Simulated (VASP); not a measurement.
# Zn24O23 (a cell with a defect) in VASP: a series of runs

Zn24O23 (a cell with a defect) is run at these levels: PBE; tasks: single point.

Everything below comes from runs of VASP 6.6.1. Logs are shortened: lines on timing, memory, paths and dates and some standing lists are left out, and cuts for length are marked.

## 1. The cell of the first run

The cell holds a defect, 47 atoms: a = 8.428 Å, b = 8.428 Å, c = 8.428 Å, α = 84.74°, β = 84.74°, γ = 84.74°.

## 2. Single point, PBE (atoms taken out, then relaxed in part)

Input file INCAR:

```
  PREC = Accurate
  ENCUT = 520
  EDIFF = 1E-6
  ISMEAR = 0
  SIGMA = 0.01
  LREAL = Auto
  LASPH = T
  NELM = 80
  ALGO = Normal
  ISIF = 2
  LWAVE = F
  LCHARG = F
  GGA = PE
  NELECT = 424.0
  NBANDS = 242
```

Input file KPOINTS:

```
Automatic mesh
0
Gamma
  2 2 2
  0.5 0.5 0.5
```

Input file POSCAR:

```
Zn24O23
1.0
   -3.2793907958      5.6800714764      5.2932332175
   -3.2793907959     -5.6800714763      5.2932332175
    6.5587815918     -0.0000000001      5.2932332175
Zn O
24 23
Direct
    0.3041128973      0.6374462307      0.4707795640
    0.6661190954      0.4977695297      0.3314129497
    0.0023767595      0.8323130339      0.6705023062
    0.1644361964      0.4980796163      0.8327857620
    0.4989797006      0.8371689729      0.1690434262
    0.1647462830     -0.0005475713      0.3311028630
    0.5038356395      0.3357100928      0.6656463673
    0.8380550918      0.6671063674      0.0008426713
    0.8341760047      0.1713884251      0.5004397008
    0.3337730341      0.1675093380      0.0047217585
    0.6650249826     -0.0016416841      0.8316916492
    0.0000765364      0.3334098698      0.1667432031
    0.3320375955      0.4947669961      0.1635319014
    0.6710353425      0.3290631615      0.0032830873
   -0.0031347653      0.6653709289      0.3281003294
    0.1614336628      0.3301985681      0.4987042622
    0.5096169578      0.6394898182      0.8790202789
    0.1678496951      0.8350931001      0.0028976229
    0.5017597667      0.1695642896      0.3345163618
    0.8362309563      0.5011830284      0.6684264334
    0.8366164206      0.0043686758      0.1623964949
    0.3061564849      0.0456869455      0.6762836244
    0.7123536122      0.8429502911      0.4728231516
   -0.0042701718      0.1699497540      0.8377020091
    0.7913757557      0.6240582254      0.4602820835
    0.1254210708      0.9598495240      0.7955180902
    0.2907248921      0.6269487501      0.9580424224
    0.6265161907      0.9621847569      0.2920877375
    0.2936154168      0.1247090890      0.4573915587
    0.6288514235      0.4587544041      0.7931828574
    0.9599389715      0.7955597419      0.1265363667
    0.9598697000      0.2932723048      0.6288930752
    0.4622264086      0.2932030333      0.1266056382
    0.7907203507      0.1240536840      0.9573870174
    0.1282874674      0.4616208007      0.2949541340
    0.4603081080      0.6269085985      0.2903508688
    0.7941291288      0.4608894788      0.1259497989
    0.1236842022      0.7936414413      0.4602419318
    0.2935752652      0.4570175355      0.6269747746
    0.6271458377      0.7935228272      0.9611392831
    0.2938864943      0.9601435026      0.1272587839
    0.6268101692      0.2939254505      0.4605531610
    0.9605921172      0.6272198277      0.7934768359
    0.9592831323      0.1274624621      0.2942228121
    0.4601894938      0.1278059498      0.7938125044
    0.7944726164      0.9604791710      0.6268561605
    0.1275561455      0.2926164656      0.9607957955
```

Potentials or basis: VASP PAW PBE potentials, release 64 (Zn, O).

On the command line:

```
$ cat potpaw_PBE.64/Zn/POTCAR potpaw_PBE.64/O/POTCAR > POTCAR
$ mpirun -np 1 vasp_std > vasp.out
```

OUTCAR:

```text
PREC = Accurate
   ENCUT = 520
   EDIFF = 1E-6
   ISMEAR = 0
   LREAL = Auto
   LASPH = T
   NELM = 80
   ISIF = 2
   GGA = PE
   NELECT = 424.0

 ion  position               nearest neighbor table
   1  0.304  0.637  0.471-  38 1.92  39 1.92  36 1.92  16 2.94  15 2.94  13 2.94
   2  0.666  0.498  0.331-  42 1.99  37 1.99  36 2.00  25 2.01
   3  0.002  0.832  0.671-  43 1.98  26 1.99  38 2.00  46 2.02
   4  0.164  0.498  0.833-  43 1.99  47 1.99  39 2.00  27 2.01
   5  0.499  0.837  0.169-  41 1.98  28 1.99  36 2.00  40 2.02
   6  0.165  0.999  0.331-  41 1.99  44 1.99  38 2.00  29 2.01
   7  0.504  0.336  0.666-  42 1.98  30 1.99  39 2.00  45 2.02
   8  0.838  0.667  0.001-  43 1.99  31 1.99  37 2.00  40 2.03
   9  0.834  0.171  0.500-  42 1.99  32 1.99  44 2.00  46 2.03
  10  0.334  0.168  0.005-  41 1.99  33 1.99  47 2.00  45 2.03
  11  0.665  0.998  0.832-  46 1.99  40 1.99  45 1.99  34 2.00
  12  0.000  0.333  0.167-  37 2.00  47 2.00  44 2.00  35 2.04
  13  0.332  0.495  0.164-  33 1.97  35 1.98  27 2.01  36 2.05   1 2.94  17 2.94
  14  0.671  0.329  0.003-  34 1.97  33 1.99  37 2.00  30 2.04  17 2.98
  15  0.997  0.665  0.328-  31 1.97  35 1.98  25 2.01  38 2.05   1 2.94  23 2.94
  16  0.161  0.330  0.499-  32 1.97  35 1.98  29 2.01  39 2.05   1 2.94  22 2.94
  17  0.510  0.639  0.879-  30 1.91  27 1.91  40 1.92  13 2.94  14 2.98
  18  0.168  0.835  0.003-  41 1.99  31 1.99  26 2.00  27 2.00
  19  0.502  0.170  0.335-  42 1.99  33 1.99  28 2.00  29 2.00
  20  0.836  0.501  0.668-  43 1.99  32 1.99  30 2.00  25 2.00
  21  0.837  0.004  0.162-  34 1.97  31 1.99  44 2.00  28 2.04  23 2.98
  22  0.306  0.046  0.676-  26 1.91  29 1.91  45 1.92  16 2.94  24 2.98
  23  0.712  0.843  0.473-  28 1.91  25 1.91  46 1.92  15 2.94  21 2.98
  24  0.996  0.170  0.838-  34 1.97  32 1.99  47 2.00  26 2.04  22 2.98
  25  0.791  0.624  0.460-  23 1.91  20 2.00  15 2.01   2 2.01
  26  0.125  0.960  0.796-  22 1.91   3 1.99  18 2.00  24 2.04
  27  0.291  0.627  0.958-  17 1.91  18 2.00  13 2.01   4 2.01
  28  0.627  0.962  0.292-  23 1.91   5 1.99  19 2.00  21 2.04
  29  0.294  0.125  0.457-  22 1.91  19 2.00  16 2.01   6 2.01
  30  0.629  0.459  0.793-  17 1.91   7 1.99  20 2.00  14 2.04
[... 15 lines left out ...]
  46  0.794  0.960  0.627-  23 1.92  11 1.99   3 2.02   9 2.03
  47  0.128  0.293  0.961-   4 1.99  10 2.00  12 2.00  24 2.00

  LATTYP: Found a trigonal (rhomboedric) cell.
 ALAT       =     8.4282817860
 COS(alpha) =     0.0916368598

  Lattice vectors:

 A1 = (  -3.2793907958,   5.6800714764,   5.2932332175)
 A2 = (  -3.2793907959,  -5.6800714763,   5.2932332175)
 A3 = (   6.5587815918,  -0.0000000001,   5.2932332175)

Analysis of symmetry for initial positions (statically):
=====================================================================
 Subroutine PRICEL returns:
 Original cell was already a primitive cell.

 Routine SETGRP: Setting up the symmetry group for a
 trigonal (rhombohedral) supercell.

 Subroutine GETGRP returns: Found  3 space group operations
 (whereof  1 operations were pure point group operations)
 out of a pool of 12 trial point group operations.

The static configuration has the point symmetry C_1 .
 The point group associated with its full space group is C_3 .

Analysis of symmetry for dynamics (positions and initial velocities):
=====================================================================
 Subroutine PRICEL returns:
 Original cell was already a primitive cell.

 Routine SETGRP: Setting up the symmetry group for a
 trigonal (rhombohedral) supercell.

 Subroutine GETGRP returns: Found  3 space group operations
 (whereof  1 operations were pure point group operations)
 out of a pool of 12 trial point group operations.

The dynamic configuration has the point symmetry C_1 .
 The point group associated with its full space group is C_3 .

 Subroutine INISYM returns: Found  3 space group operations
 (whereof  1 operations are pure point group operations),
 and found     1 'primitive' translations

----------------------------------------------------------------------------------------

                                     Primitive cell

  volume of cell :     591.5879

  direct lattice vectors                    reciprocal lattice vectors
    -3.279390796  5.680071476  5.293233218    -0.050822448  0.088027061  0.062973483
    -3.279390796 -5.680071476  5.293233218    -0.050822448 -0.088027061  0.062973483
     6.558781592 -0.000000000  5.293233218     0.101644895 -0.000000000  0.062973483

  length of vectors
     8.428281786  8.428281786  8.428281786     0.119571503  0.119571503  0.119571503

  position of ions in fractional coordinates (direct lattice)
     0.304112897  0.637446231  0.470779564
     0.666119095  0.497769530  0.331412950
     0.002376760  0.832313034  0.670502306
     0.164436196  0.498079616  0.832785762
     0.498979701  0.837168973  0.169043426
     0.164746283  0.999452429  0.331102863
[... 39 lines left out ...]
     0.794472616  0.960479171  0.626856160
     0.127556146  0.292616466  0.960795795

  ion indices of the primitive-cell ions
   primitive index   ion index
                 1           1
                 2           2
                 3           3
                 4           4
                 5           5
                 6           6
[... 39 lines left out ...]
                46          46
                47          47

----------------------------------------------------------------------------------------

 KPOINTS: Automatic mesh

Automatic generation of k-mesh.
 Grid dimensions read from file:
 generate k-points for:    2    2    2

 Generating k-lattice:

  Cartesian coordinates                     Fractional coordinates (reciprocal lattice)
    -0.025411224  0.044013531  0.031486742     0.500000000  0.000000000  0.000000000
    -0.025411224 -0.044013531  0.031486742     0.000000000  0.500000000 -0.000000000
     0.050822448 -0.000000000  0.031486742     0.000000000  0.000000000  0.500000000

  Length of vectors
     0.059785751  0.059785751  0.059785751

  Shift w.r.t. Gamma in fractional coordinates (k-lattice)
     0.500000000  0.500000000  0.500000000

 Subroutine IBZKPT returns following result:
 ===========================================

 Found      2 irreducible k-points:

 Following reciprocal coordinates:
            Coordinates               Weight
  0.250000  0.250000  0.250000      2.000000
 -0.250000  0.250000  0.250000      6.000000
   k-points           NKPTS =      2   k-points in BZ     NKDIM =      2   number of bands    NBANDS=    242
   number of dos      NEDOS =    301   number of ions     NIONS =     47
   total plane-waves  NPLWV = 262144
   dimension x,y,z NGX =    64 NGY =   64 NGZ =   64
   dimension x,y,z NGXF=   128 NGYF=  128 NGZF=  128
   ions per type =              24  23
   NGX,Y,Z   is equivalent  to a cutoff of  12.62, 12.62, 12.62 a.u.
   NGXF,Y,Z  is equivalent  to a cutoff of  25.25, 25.25, 25.25 a.u.
 SYSTEM =  unknown system
   PREC   = accura    normal or accurate (medium, high low for compatibility)
   ISTART =      0    job   : 0-new  1-cont  2-samecut
   ICHARG =      2    charge: 1-file 2-atom 10-const
   ISPIN  =      1    spin polarized calculation?
   LNONCOLLINEAR =      F non collinear calculations
   LSORBIT =      F    spin-orbit coupling
   LASPH  =      T    aspherical Exc in radial PAW
   ENCUT  =  520.0 eV  38.22 Ry    6.18 a.u.  15.67 15.67 15.67*2*pi/ulx,y,z
   NELM   =     80;   NELMIN=  2; NELMDL= -5     # of ELM steps
   EDIFF  = 0.1E-05   stopping-criterion for ELM
   LREAL  =      T    real-space projection
   EDIFFG = 0.1E-04   stopping-criterion for IOM
   NSW    =      0    number of steps for IOM
   IBRION =     -1    ionic relax: 0-MD 1-quasi-New 2-CG
   NFREE  =      0    steps in history (QN), initial steepest desc. (CG)
   ISIF   =      2    stress and relaxation
   ISYM   =      2    0-nonsym 1-usesym 2-fastsym
   POTIM  = 0.5000    time-step for ionic-motion
   TEBEG  =    0.0;   TEEND  =   0.0 temperature during run
   PSTRESS=    0.0 pullay stress
   NELECT =     424.0000    total number of electrons
   NUPDOWN=      -1.0000    fix difference up-down
   EMIN   =  10.00;   EMAX   =-10.00  energy-range for DOS
   EFERMI =   0.00;   METHOD = LEGACY
   ISMEAR =     0;   SIGMA  =   0.01  broadening in eV -4-tet -1-fermi 0-gaus
   EFERMI_NEDOS =   21; number of points for ismear=-14 and -15
   IALGO  =     38    algorithm
   IMIX   =      4    mixing-type and parameters
     AMIX     =   0.40;   BMIX     =  1.00
     AMIX_MAG =   1.60;   BMIX_MAG =  1.00
  volume/ion in A,a.u.               =      12.59        84.94
  Fermi-wavevector in a.u.,A,eV,Ry     =   1.465065  2.768572 29.203774  2.146417
  Thomas-Fermi vector in A             =   2.580967
   LORBIT       =      0    0 simple, 1 ext, 2 COOP (PROOUT), +10 PAW based schemes
   GGA     = PE    functional components
   LHFCALC =     F    Hartree Fock is set to
   AEXX    =    0.0000 exact exchange contribution
   IVDW    =     0    specifies the selected vdW correction
   LEPSILON=     F    determine dielectric tensor
   LRPA    =     F    only Hartree local field effects (RPA)
 non-spin polarized calculation
 Gauss-broadening in eV      SIGMA  =   0.01
  energy-cutoff  :      520.00
  volume of cell :      591.59
 maximum number of plane-waves:     15929
 NGX is ok and might be reduce to    64
   NGX = 31   NGY = 31   NGZ = 31

 number of electron     424.0000002 magnetization

 Free energy of the ion-electron system (eV)
  ---------------------------------------------------
  ext. energy  EPLUGINS =         0.00000000
  ---------------------------------------------------
  free energy    TOTEN  =      -209.37505808 eV

  energy without entropy =     -209.37505808  energy(sigma->0) =     -209.37505808

 E-fermi :   0.7880     XC(G=0): -10.5443

 val. band max:        0.6845032935   @ k =   0.2500   0.2500   0.2500
 cond. band min:       2.4579850934   @ k =   0.2500   0.2500   0.2500
 fundamental gap:      1.7734817999
 Fermi energy:         0.7880361908

 k-point     1 :       0.2500    0.2500    0.2500
  band No.  band energies     occupation
      1     -16.9989      2.00000
      2     -16.7992      2.00000
      3     -16.7521      2.00000
      4     -16.7156      2.00000
      5     -16.6157      2.00000
      6     -16.6116      2.00000
[... 216 lines left out ...]
    223       6.0781      0.00000
    224       6.1708      0.00000

 k-point     2 :      -0.2500    0.2500    0.2500
  band No.  band energies     occupation
      1     -16.9808      2.00000
      2     -16.8062      2.00000
      3     -16.7878      2.00000
      4     -16.7310      2.00000
      5     -16.6322      2.00000
      6     -16.6037      2.00000
[... 216 lines left out ...]
    223       6.2607      0.00000
    224       6.4074      0.00000
 [bands above 224 left out]

------------------------ aborting loop because EDIFF is reached ----------------------------------------

  FORCE on cell =-STRESS in cart. coord.  units (eV):
  Direction    XX          YY          ZZ          XY          YZ          ZX
  --------------------------------------------------------------------------------------
  -------------------------------------------------------------------------------------
  Total       -2.9420238     -2.9420238     -3.2259993     -0.0000001     -0.0000000     -0.0000000
  in kB       -7.9677831     -7.9677831     -8.7368644     -0.0000002     -0.0000000     -0.0000000
  external PRESSURE =      -8.2241435 kB  Pullay stress =       0.0000000 kB

 VOLUME and BASIS-vectors are now :
 -----------------------------------------------------------------------------
  energy-cutoff  :      520.00
  volume of cell :      591.59
      direct lattice vectors                 reciprocal lattice vectors
    -3.279390796  5.680071476  5.293233218    -0.050822448  0.088027061  0.062973483
    -3.279390796 -5.680071476  5.293233218    -0.050822448 -0.088027061  0.062973483
     6.558781592 -0.000000000  5.293233218     0.101644895 -0.000000000  0.062973483

 POSITION                                       TOTAL-FORCE (eV/Angst)
 -----------------------------------------------------------------------------------
      0.00000     -1.89336      7.47584         0.000000      0.000000      0.026293
     -1.64318      0.95624      7.91498        -0.000969     -0.003677      0.003583
      1.66040     -4.71410      7.96733        -0.005545     -0.007508      0.000503
      3.28941     -1.89512      7.91498        -0.002699      0.002678      0.003583
     -3.27303     -1.92094      7.96733        -0.003730      0.008556      0.000503
     -1.64623     -4.74119      7.91498         0.003669      0.000999      0.003583
[... 39 lines left out ...]
     -1.64376     -0.94293     12.60746         0.007931     -0.007631      0.036843
      4.92374     -0.93755      7.30979         0.000018      0.006628      0.002761
 -----------------------------------------------------------------------------------
    total drift:                               -0.000164     -0.001441      0.001717

  FREE ENERGIE OF THE ION-ELECTRON SYSTEM (eV)
  ---------------------------------------------------
  free  energy   TOTEN  =      -209.3750580795 eV

  energy  without entropy=     -209.3750580795  energy(sigma->0) =     -209.37505808
```

Wall time 18 min (1 thread of Intel Xeon Platinum 8175M at 2.50GHz (Skylake/Cascade Lake), shared host); peak memory 0.66 GiB.

Results:

```yaml
Free_energy: -209.3751 eV
Largest_force: 0.044 eV/Å
```

Forces in eV/Å, atoms in the order of the input:
```
Zn   0.000  0.000  0.026
Zn  -0.001 -0.004  0.004
Zn  -0.006 -0.008  0.001
Zn  -0.003  0.003  0.004
Zn  -0.004  0.009  0.001
Zn   0.004  0.001  0.004
Zn   0.009 -0.001  0.001
Zn  -0.001 -0.007 -0.003
Zn   0.006  0.003 -0.003
Zn  -0.005  0.004 -0.003
Zn   0.000  0.000 -0.001
Zn   0.000  0.000  0.009
Zn  -0.005 -0.005  0.009
Zn  -0.008 -0.006 -0.001
Zn   0.007 -0.002  0.009
Zn  -0.002  0.007  0.009
Zn  -0.025 -0.015 -0.008
Zn   0.000  0.002 -0.004
Zn   0.001 -0.001 -0.004
Zn  -0.001 -0.001 -0.004
Zn   0.009 -0.004 -0.001
Zn  -0.001  0.029 -0.008
Zn   0.026 -0.014 -0.008
Zn  -0.002  0.010 -0.001
O    0.022  0.030 -0.024
O    0.034 -0.008 -0.015
O    0.015 -0.034 -0.024
O   -0.024 -0.025 -0.015
O   -0.037  0.004 -0.024
O   -0.010  0.033 -0.015
O   -0.006 -0.008  0.001
O    0.010 -0.001  0.001
O   -0.004  0.009  0.001
O    0.000  0.000 -0.015
O    0.000  0.000 -0.014
O   -0.034  0.017  0.000
O   -0.006 -0.003  0.003
O    0.002 -0.037  0.000
O    0.031  0.021  0.000
O   -0.011 -0.003  0.037
O   -0.001 -0.001 -0.002
O   -0.001  0.001 -0.002
O    0.002  0.000 -0.002
O    0.006 -0.003  0.003
O    0.003  0.011  0.037
O    0.008 -0.008  0.037
O    0.000  0.007  0.003
```

Levels at points of the mesh, in eV from the Fermi level:
```tsv
k point	band 210	band 211	band 212	band 213	band 214	band 215
(0.25, 0.25, 0.25)	-0.51	-0.11	-0.10	1.67	2.98	3.48
```

Caveat: the cell carries a net charge on a neutralising background, which shifts energy and pressure; the cell differs from its parent crystal (atoms taken out, then relaxed in part); the cell is charged against a uniform background, so pressure and absolute levels hang on convention.

(Continued in part 2 of 2.)
